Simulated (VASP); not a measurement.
# LiCl (Fm-3m) in VASP: further runs

LiCl is run at these levels: PBE, r2SCAN; tasks: single point.

Program: VASP 6.6.1. These are calculated values, not measurements. Logs are shortened: lines on timing, memory, paths and dates and some standing lists are left out, and cuts for length are marked.

## (1) The cell of the first run

The structure is cubic, space group Fm-3m (No. 225). Conventional cell: a = 5.112 Å, b = 5.112 Å, c = 5.112 Å, α = 90.00°, β = 90.00°, γ = 90.00°. Within 3.4 Å of Li (site symmetry m-3m) lie 6 Cl at 2.56 Å. Cl (site symmetry m-3m) has 6 Li at 2.56 Å within 3.4 Å.

## (2) Single point, PBE

Contents of INCAR:

```
SYSTEM = LiCl
  PREC = Accurate
  ENCUT = 520
  EDIFF = 1E-6
  ISMEAR = 0
  SIGMA = 0.01
  LREAL = .False.
  LASPH = .True.
  NELM = 80
  ALGO = Normal
  ISIF = 2
  LWAVE = .False.
  LCHARG = .False.
  GGA = PE
  NBANDS = 12
```

Contents of KPOINTS:

```
Automatic mesh
0
Gamma
  6 6 6
  0 0 0
```

Contents of POSCAR:

```
LiCl
1.0
    0.0000000000      2.5560369887      2.5560369887
    2.5560369887      0.0000000000      2.5560369887
    2.5560369887      2.5560369887      0.0000000000
Li Cl
1 1
Direct
    0.0000000000      0.0000000000      0.0000000000
    0.5000000000      0.5000000000      0.5000000000
```

Potentials or basis: VASP PAW PBE potentials, release 64 (Li_sv, Cl).

The run is started by

```
> cat potpaw_PBE.64/Li_sv/POTCAR potpaw_PBE.64/Cl/POTCAR > POTCAR
> mpirun -np 1 vasp_std > vasp.out
```

OUTCAR:

```text
SYSTEM = LiCl
   PREC = Accurate
   ENCUT = 520
   EDIFF = 1E-6
   ISMEAR = 0
   LREAL = .False.
   LASPH = .True.
   NELM = 80
   ISIF = 2
   GGA = PE

 ion  position               nearest neighbor table
   1  0.000  0.000  0.000-   2 2.56   2 2.56   2 2.56   2 2.56   2 2.56   2 2.56
   2  0.500  0.500  0.500-   1 2.56   1 2.56   1 2.56   1 2.56   1 2.56   1 2.56

  LATTYP: Found a face centered cubic cell.
 ALAT       =     5.1120739774

  Lattice vectors:

 A1 = (   0.0000000000,   2.5560369887,   2.5560369887)
 A2 = (   2.5560369887,   0.0000000000,   2.5560369887)
 A3 = (   2.5560369887,   2.5560369887,   0.0000000000)

Analysis of symmetry for initial positions (statically):
=====================================================================
 Subroutine PRICEL returns:
 Original cell was already a primitive cell.

 Routine SETGRP: Setting up the symmetry group for a
 face centered cubic supercell.

 Subroutine GETGRP returns: Found 48 space group operations
 (whereof 48 operations were pure point group operations)
 out of a pool of 48 trial point group operations.

The static configuration has the point symmetry O_h .

Analysis of symmetry for dynamics (positions and initial velocities):
=====================================================================
 Subroutine PRICEL returns:
 Original cell was already a primitive cell.

 Routine SETGRP: Setting up the symmetry group for a
 face centered cubic supercell.

 Subroutine GETGRP returns: Found 48 space group operations
 (whereof 48 operations were pure point group operations)
 out of a pool of 48 trial point group operations.

The dynamic configuration has the point symmetry O_h .

 Subroutine INISYM returns: Found 48 space group operations
 (whereof 48 operations are pure point group operations),
 and found     1 'primitive' translations

----------------------------------------------------------------------------------------

                                     Primitive cell

  volume of cell :      33.3988

  direct lattice vectors                    reciprocal lattice vectors
     0.000000000  2.556036989  2.556036989    -0.195615323  0.195615323  0.195615323
     2.556036989  0.000000000  2.556036989     0.195615323 -0.195615323  0.195615323
     2.556036989  2.556036989  0.000000000     0.195615323  0.195615323 -0.195615323

  length of vectors
     3.614782175  3.614782175  3.614782175     0.338815677  0.338815677  0.338815677

  position of ions in fractional coordinates (direct lattice)
     0.000000000  0.000000000  0.000000000
     0.500000000  0.500000000  0.500000000

  ion indices of the primitive-cell ions
   primitive index   ion index
                 1           1
                 2           2

----------------------------------------------------------------------------------------

 KPOINTS: Automatic mesh

Automatic generation of k-mesh.
 Grid dimensions read from file:
 generate k-points for:    6    6    6

 Generating k-lattice:

  Cartesian coordinates                     Fractional coordinates (reciprocal lattice)
    -0.032602554  0.032602554  0.032602554     0.166666667  0.000000000  0.000000000
     0.032602554 -0.032602554  0.032602554     0.000000000  0.166666667  0.000000000
     0.032602554  0.032602554 -0.032602554     0.000000000  0.000000000  0.166666667

  Length of vectors
     0.056469280  0.056469280  0.056469280

  Shift w.r.t. Gamma in fractional coordinates (k-lattice)
     0.000000000  0.000000000  0.000000000

 Subroutine IBZKPT returns following result:
 ===========================================

 Found     16 irreducible k-points:

 Following reciprocal coordinates:
            Coordinates               Weight
  0.000000  0.000000  0.000000      1.000000
  0.166667  0.000000  0.000000      8.000000
  0.333333  0.000000  0.000000      8.000000
  0.500000  0.000000  0.000000      4.000000
  0.166667  0.166667  0.000000      6.000000
  0.333333  0.166667  0.000000     24.000000
[... 8 lines left out ...]
 -0.333333  0.333333  0.166667     24.000000
 -0.333333  0.500000  0.166667     12.000000
   k-points           NKPTS =     16   k-points in BZ     NKDIM =     16   number of bands    NBANDS=     12
   number of dos      NEDOS =    301   number of ions     NIONS =      2
   total plane-waves  NPLWV =  21952
   dimension x,y,z NGX =    28 NGY =   28 NGZ =   28
   dimension x,y,z NGXF=    56 NGYF=   56 NGZF=   56
   ions per type =               1   1
   NGX,Y,Z   is equivalent  to a cutoff of  12.88, 12.88, 12.88 a.u.
   NGXF,Y,Z  is equivalent  to a cutoff of  25.75, 25.75, 25.75 a.u.
 SYSTEM =  LiCl
   PREC   = accura    normal or accurate (medium, high low for compatibility)
   ISTART =      0    job   : 0-new  1-cont  2-samecut
   ICHARG =      2    charge: 1-file 2-atom 10-const
   ISPIN  =      1    spin polarized calculation?
   LNONCOLLINEAR =      F non collinear calculations
   LSORBIT =      F    spin-orbit coupling
   LASPH  =      T    aspherical Exc in radial PAW
   ENCUT  =  520.0 eV  38.22 Ry    6.18 a.u.   6.72  6.72  6.72*2*pi/ulx,y,z
   NELM   =     80;   NELMIN=  2; NELMDL= -5     # of ELM steps
   EDIFF  = 0.1E-05   stopping-criterion for ELM
   LREAL  =      F    real-space projection
   EDIFFG = 0.1E-04   stopping-criterion for IOM
   NSW    =      0    number of steps for IOM
   IBRION =     -1    ionic relax: 0-MD 1-quasi-New 2-CG
   NFREE  =      0    steps in history (QN), initial steepest desc. (CG)
   ISIF   =      2    stress and relaxation
   ISYM   =      2    0-nonsym 1-usesym 2-fastsym
   POTIM  = 0.5000    time-step for ionic-motion
   TEBEG  =    0.0;   TEEND  =   0.0 temperature during run
   PSTRESS=    0.0 pullay stress
   NELECT =      10.0000    total number of electrons
   NUPDOWN=      -1.0000    fix difference up-down
   EMIN   =  10.00;   EMAX   =-10.00  energy-range for DOS
   EFERMI =   0.00;   METHOD = LEGACY
   ISMEAR =     0;   SIGMA  =   0.01  broadening in eV -4-tet -1-fermi 0-gaus
   EFERMI_NEDOS =   21; number of points for ismear=-14 and -15
   IALGO  =     38    algorithm
   IMIX   =      4    mixing-type and parameters
     AMIX     =   0.40;   BMIX     =  1.00
     AMIX_MAG =   1.60;   BMIX_MAG =  1.00
  volume/ion in A,a.u.               =      16.70       112.69
  Fermi-wavevector in a.u.,A,eV,Ry     =   1.095211  2.069648 16.320006  1.199487
  Thomas-Fermi vector in A             =   2.231530
   LORBIT       =      0    0 simple, 1 ext, 2 COOP (PROOUT), +10 PAW based schemes
   GGA     = PE    functional components
   LHFCALC =     F    Hartree Fock is set to
   AEXX    =    0.0000 exact exchange contribution
   IVDW    =     0    specifies the selected vdW correction
   LEPSILON=     F    determine dielectric tensor
   LRPA    =     F    only Hartree local field effects (RPA)
 non-spin polarized calculation
 Gauss-broadening in eV      SIGMA  =   0.01
  energy-cutoff  :      520.00
  volume of cell :       33.40
 maximum number of plane-waves:       934
   NGX = 13   NGY = 13   NGZ = 13

 number of electron      10.0000003 magnetization

 Free energy of the ion-electron system (eV)
  ---------------------------------------------------
  ext. energy  EPLUGINS =         0.00000000
  ---------------------------------------------------
  free energy    TOTEN  =        -7.38448174 eV

  energy without entropy =       -7.38448174  energy(sigma->0) =       -7.38448174

 E-fermi :   0.7619     XC(G=0):  -8.7750

 val. band max:        0.6568410405   @ k =   0.0000   0.0000   0.0000
 cond. band min:       7.0567535141   @ k =   0.0000   0.0000   0.0000
 fundamental gap:      6.3999124736
 Fermi energy:         0.7619115147

 k-point     1 :       0.0000    0.0000    0.0000
  band No.  band energies     occupation
      1     -42.8481      2.00000
      2     -12.7759      2.00000
      3       0.6568      2.00000
      4       0.6568      2.00000
      5       0.6568      2.00000
      6       7.0568      0.00000
      7      12.6038      0.00000
      8      12.6038      0.00000
      9      12.6038      0.00000
     10      15.2474      0.00000
     11      15.2474      0.00000
     12      15.2554      0.00000

 k-point     2 :       0.1667    0.0000    0.0000
  band No.  band energies     occupation
      1     -42.8475      2.00000
      2     -12.6427      2.00000
      3      -0.2139      2.00000
      4       0.5863      2.00000
      5       0.5863      2.00000
      6       7.7396      0.00000
      7      11.5916      0.00000
      8      12.1783      0.00000
      9      12.1783      0.00000
     10      13.8732      0.00000
     11      13.8732      0.00000
     12      15.8958      0.00000

 k-point     3 :       0.3333    0.0000    0.0000
  band No.  band energies     occupation
      1     -42.8460      2.00000
      2     -12.3525      2.00000
      3      -1.5948      2.00000
      4       0.4565      2.00000
      5       0.4565      2.00000
      6       7.7425      0.00000
      7      10.7077      0.00000
      8      10.7078      0.00000
      9      12.4519      0.00000
     10      15.7741      0.00000
     11      15.7741      0.00000
     12      16.7165      0.00000
[... 166 lines left out ...]
 k-point    15 :      -0.3333    0.3333    0.1667
  band No.  band energies     occupation
      1     -42.8446      2.00000
      2     -12.0137      2.00000
      3      -1.7446      2.00000
      4      -1.1033      2.00000
      5      -0.1405      2.00000
      6       9.5955      0.00000
      7      10.0348      0.00000
      8      11.6394      0.00000
      9      11.8670      0.00000
     10      15.9179      0.00000
     11      16.7602      0.00000
     12      19.1527      0.00000

 k-point    16 :      -0.3333    0.5000    0.1667
  band No.  band energies     occupation
      1     -42.8444      2.00000
      2     -11.9481      2.00000
      3      -1.9123      2.00000
      4      -1.0241      2.00000
      5      -0.4296      2.00000
      6       9.4250      0.00000
      7      10.0718      0.00000
      8      12.0412      0.00000
      9      12.1491      0.00000
     10      15.6647      0.00000
     11      17.9437      0.00000
     12      19.3538      0.00000

------------------------ aborting loop because EDIFF is reached ----------------------------------------

  FORCE on cell =-STRESS in cart. coord.  units (eV):
  Direction    XX          YY          ZZ          XY          YZ          ZX
  --------------------------------------------------------------------------------------
  -------------------------------------------------------------------------------------
  Total        0.1360044      0.1360044      0.1360044      0.0000000      0.0000000      0.0000000
  in kB        6.5242752      6.5242752      6.5242752      0.0000000      0.0000000      0.0000000
  external PRESSURE =       6.5242752 kB  Pullay stress =       0.0000000 kB

 VOLUME and BASIS-vectors are now :
 -----------------------------------------------------------------------------
  energy-cutoff  :      520.00
  volume of cell :       33.40
      direct lattice vectors                 reciprocal lattice vectors
     0.000000000  2.556036989  2.556036989    -0.195615323  0.195615323  0.195615323
     2.556036989  0.000000000  2.556036989     0.195615323 -0.195615323  0.195615323
     2.556036989  2.556036989  0.000000000     0.195615323  0.195615323 -0.195615323

 POSITION                                       TOTAL-FORCE (eV/Angst)
 -----------------------------------------------------------------------------------
      0.00000      0.00000      0.00000        -0.000000      0.000000     -0.000000
      2.55604      2.55604      2.55604         0.000000     -0.000000      0.000000
 -----------------------------------------------------------------------------------
    total drift:                                0.000000      0.000000      0.000000

  FREE ENERGIE OF THE ION-ELECTRON SYSTEM (eV)
  ---------------------------------------------------
  free  energy   TOTEN  =        -7.3844817406 eV

  energy  without entropy=       -7.3844817406  energy(sigma->0) =       -7.38448174
```

Run time: 5.4 s. Hardware: 1 thread of Intel Xeon Platinum 8375C at 2.90GHz (Ice Lake), shared host; peak memory 0.15 GiB.

Results:

```yaml
Free_energy: -7.3845 eV
Band_gap_on_the_k_mesh: 6.40 eV
```

Caveat: the cutoff is under 1.25 times the usual one of these potentials, so pressure, stress and relaxed cells hold a basis-set (Pulay) error. A k mesh can miss the band edges.

## (3) Single point, PBE

Contents of INCAR:

```
ALGO = Normal
EDIFF = 1E-6
ENCUT = 520
GGA = PE
ISIF = 2
ISMEAR = 0
LASPH = T
LCHARG = F
LREAL = F
LWAVE = F
NBANDS = 12
NELM = 80
PREC = Accurate
SIGMA = 0.01
```

Contents of KPOINTS:

```
k-points
0
Gamma
  6 6 6
```

POSCAR is that of step 2.

Potentials or basis: VASP PAW PBE potentials, release 64 (Li_sv, Cl).

The run is started by

```
> cat potpaw_PBE.64/Li_sv/POTCAR potpaw_PBE.64/Cl/POTCAR > POTCAR
> mpirun -np 1 vasp_std > vasp.out
```

Wall time 6 s (1 thread of Intel Xeon Platinum 8375C at 2.90GHz (Ice Lake), shared host); peak memory 0.15 GiB.

The run converged. Its results:

- Free energy: -7.3845 eV
- Band gap on the k mesh: 6.40 eV

Levels at points of the mesh, in eV from the valence-band top:
```
           k point  band 3  band 4  band 5  band 6  band 7  band 8
(0.00, 0.00, 0.00)    0.00    0.00    0.00    6.40   11.95   11.95
(0.50, 0.00, 0.00)   -2.85   -0.26   -0.26    6.77    9.51    9.51
(0.50, 0.50, 0.00)   -2.94   -1.12   -1.12    7.91    8.28   12.53
```

Caveat: the cutoff is under 1.25 times the usual one of these potentials, so pressure, stress and relaxed cells hold a basis-set (Pulay) error. A k mesh can miss the band edges.

## (4) Single point, PBE

Contents of INCAR:

```
SYSTEM = LiCl
  ALGO = Normal
  EDIFF = 1E-6
  ENCUT = 520
  GGA = PE
  ISIF = 2
  ISMEAR = 0
  LASPH = .TRUE.
  LCHARG = .TRUE.
  LELF = .TRUE.
  LREAL = .FALSE.
  LVHAR = .TRUE.
  LWAVE = .FALSE.
  NBANDS = 12
  NELM = 100
  PREC = Accurate
  SIGMA = 0.01
```

Contents of KPOINTS:

```
k-points
0
G
  8 8 8
  0 0 0
```

POSCAR is that of step 3.

Potentials or basis: VASP PAW PBE potentials, release 64 (Li_sv, Cl).

The run is started by

```
> cat potpaw_PBE.64/Li_sv/POTCAR potpaw_PBE.64/Cl/POTCAR > POTCAR
> mpirun -np 1 vasp_std > vasp.out
```

OUTCAR:

```text
SYSTEM = LiCl
   EDIFF = 1E-6
   ENCUT = 520
   GGA = PE
   ISIF = 2
   ISMEAR = 0
   LASPH = .TRUE.
   LREAL = .FALSE.
   NELM = 100
   PREC = Accurate

 ion  position               nearest neighbor table
   1  0.000  0.000  0.000-   2 2.56   2 2.56   2 2.56   2 2.56   2 2.56   2 2.56
   2  0.500  0.500  0.500-   1 2.56   1 2.56   1 2.56   1 2.56   1 2.56   1 2.56

  LATTYP: Found a face centered cubic cell.
 ALAT       =     5.1120739774

  Lattice vectors:

[... 548 lines left out ...]

  FORCE on cell =-STRESS in cart. coord.  units (eV):
  Direction    XX          YY          ZZ          XY          YZ          ZX
  --------------------------------------------------------------------------------------
  -------------------------------------------------------------------------------------
  Total        0.1351980      0.1351980      0.1351980     -0.0000000     -0.0000000      0.0000000
  in kB        6.4855897      6.4855897      6.4855897     -0.0000000     -0.0000000      0.0000000
  external PRESSURE =       6.4855897 kB  Pullay stress =       0.0000000 kB

 VOLUME and BASIS-vectors are now :
 -----------------------------------------------------------------------------
  energy-cutoff  :      520.00
  volume of cell :       33.40
      direct lattice vectors                 reciprocal lattice vectors
     0.000000000  2.556036989  2.556036989    -0.195615323  0.195615323  0.195615323
     2.556036989  0.000000000  2.556036989     0.195615323 -0.195615323  0.195615323
     2.556036989  2.556036989  0.000000000     0.195615323  0.195615323 -0.195615323

 POSITION                                       TOTAL-FORCE (eV/Angst)
 -----------------------------------------------------------------------------------
      0.00000      0.00000      0.00000         0.000000     -0.000000      0.000000
      2.55604      2.55604      2.55604        -0.000000      0.000000     -0.000000
 -----------------------------------------------------------------------------------
    total drift:                                0.000000      0.000000      0.000000

  FREE ENERGIE OF THE ION-ELECTRON SYSTEM (eV)
  ---------------------------------------------------
  free  energy   TOTEN  =        -7.3845724217 eV

  energy  without entropy=       -7.3845724217  energy(sigma->0) =       -7.38457242
```

stdout:

```text
POSCAR found type information on POSCAR LiCl
 POSCAR found :  2 types and       2 ions
 scaLAPACK will be used
 LDA part: xc-table for (Slater+PW92), standard interpolation
 POSCAR, INCAR and KPOINTS ok, starting setup
 FFT: planning ... GRIDC
 FFT: planning ... GRID_SOFT
 FFT: planning ... GRID
 WAVECAR not read
 entering main loop
```

It took 9.6 s on 1 thread of Intel Xeon Platinum 8375C at 2.90GHz (Ice Lake), shared host; peak memory 0.15 GiB.

Results:

```yaml
Free_energy: -7.3846 eV
Band_gap_on_the_k_mesh: 6.40 eV
```

Levels at points of the mesh, in eV from the valence-band top:
```csv
k point,band 3,band 4,band 5,band 6,band 7,band 8
"(0.00, 0.00, 0.00)",0.00,0.00,0.00,6.40,11.95,11.95
"(0.50, 0.00, 0.00)",-2.85,-0.26,-0.26,6.77,9.51,9.51
"(0.50, 0.50, 0.00)",-2.94,-1.12,-1.12,7.91,8.28,12.53
```

Caveat: the cutoff is under 1.25 times the usual one of these potentials, so pressure, stress and relaxed cells hold a basis-set (Pulay) error.

## (5) Single point, r2SCAN

POSCAR is that of step 4.

Contents of INCAR.step1:

```
SYSTEM = LiCl
  PREC = Accurate
  ENCUT = 520
  ISMEAR = 0
  SIGMA = 0.01
  LREAL = .False.
  LASPH = .True.
  NELM = 100
  NBANDS = 12
  GGA = PE
  ALGO = Normal
  EDIFF = 1E-4
  LWAVE = .True.
  LCHARG = .False.
```

Contents of INCAR.step2:

```
SYSTEM = LiCl
  PREC = Accurate
  ENCUT = 520
  EDIFF = 1E-6
  ISMEAR = 0
  SIGMA = 0.01
  LREAL = .False.
  LASPH = .True.
  NELM = 100
  ALGO = Normal
  ISIF = 2
  LWAVE = .False.
  LCHARG = .False.
  METAGGA = R2SCAN
  LMIXTAU = .True.
  NBANDS = 12
  ISTART = 1
```

Contents of KPOINTS:

```
Automatic mesh
0
Gamma
  6 6 6
  0 0 0
```

The run is started by

```
> cat potpaw_PBE.64/Li_sv/POTCAR potpaw_PBE.64/Cl/POTCAR > POTCAR
> cp INCAR.step1 INCAR
> mpirun -np 1 vasp_std > vasp.out
> cp INCAR.step2 INCAR
> mpirun -np 1 vasp_std > vasp.out
```

Wall time 26 s (1 thread of Intel Xeon Platinum 8375C at 2.90GHz (Ice Lake), shared host); peak memory 0.15 GiB.

Results (log left out):

| Quantity | Value |
| --- | --- |
| Free energy | -12.5881 eV |
| Band gap on the k mesh | 7.36 eV |

Levels at points of the mesh, in eV from the valence-band top:
```tsv
k point	band 3	band 4	band 5	band 6	band 7	band 8
(0.00, 0.00, 0.00)	0.00	0.00	0.00	7.36	12.67	12.67
(0.50, 0.00, 0.00)	-2.88	-0.28	-0.28	7.55	10.32	10.32
(0.50, 0.50, 0.00)	-2.98	-1.14	-1.14	8.79	8.91	13.67
```

Caveat: the cutoff is under 1.25 times the usual one of these potentials, so pressure, stress and relaxed cells hold a basis-set (Pulay) error; the PAW data sets were made with another functional, which shifts forces and pressure a little.

## (6) Overview

```csv
level,k mesh,gap on the mesh (eV)
PBE,6 × 6 × 6,6.40
PBE,8 × 8 × 8,6.40
r2SCAN,6 × 6 × 6,7.36
```

Alike in all rows: task single point; potentials or basis VASP PAW PBE potentials, release 64 (Li_sv, Cl); no spin polarisation; cell as given; cutoff (eV) 520; smearing gaussian 0.01 eV.

On the cell as given the gap runs from 6.40 eV (PBE) to 7.36 eV (r2SCAN); the meshes differ, which moves gaps too.

Caveats: the cutoff is under 1.25 times the usual one of these potentials, so pressure, stress and relaxed cells hold a basis-set (Pulay) error; the PAW data sets were made with another functional, which shifts forces and pressure a little (at least some runs).

Total energies depend on the potentials used, so only differences within one code and one set of settings carry meaning.
